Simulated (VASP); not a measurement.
**CdSe: single point with PBE+D3(BJ)**

CdSe:

```xyz
2
Lattice="0.0000 3.0558 3.0558 3.0558 0.0000 3.0558 3.0558 3.0558 0.0000" Properties=species:S:1:pos:R:3 pbc="T T T"
Cd    0.0000    0.0000    0.0000
Se    1.5279    1.5279    1.5279
```

* Program: VASP 6.6.1
* Task: single point
* Functional: PBE
* Dispersion: D3(BJ)
* Potentials or basis: VASP PAW PBE potentials, release 64 (Cd, Se)
* Cutoff: 520 eV
* k mesh: 8 × 8 × 8
* Occupations: fermi-dirac, width 0.05 eV
* Spin: no spin polarisation
* Dipole correction: no
* Further INCAR settings: ALGO = Normal; EDIFF = 1e-06; NBANDS = 16

```json
{
  "Pressure": "0.3 GPa",
  "Band gap on the k mesh": "0.58 eV",
  "Dispersion energy per atom": "-0.314 eV"
}
```

Levels at points of the mesh, in eV from the valence-band top:
```
           k point  band 5  band 6  band 7  band 8  band 9  band 10  band 11  band 12  band 13  band 14
(0.00, 0.00, 0.00)   -7.53   -7.53    0.00    0.00    0.00     0.58     5.94     5.94     5.94     9.73
(0.50, 0.00, 0.00)   -7.51   -7.24   -4.30   -0.73   -0.73     2.38     6.44     6.44     7.38    10.01
(0.50, 0.50, 0.00)   -7.47   -7.18   -4.02   -1.80   -1.80     3.17     3.74     9.05    10.13    10.13
```

Wall time 33 s on 1 thread of Intel Xeon 8259CL, on a shared host, peak memory 0.2 GiB.
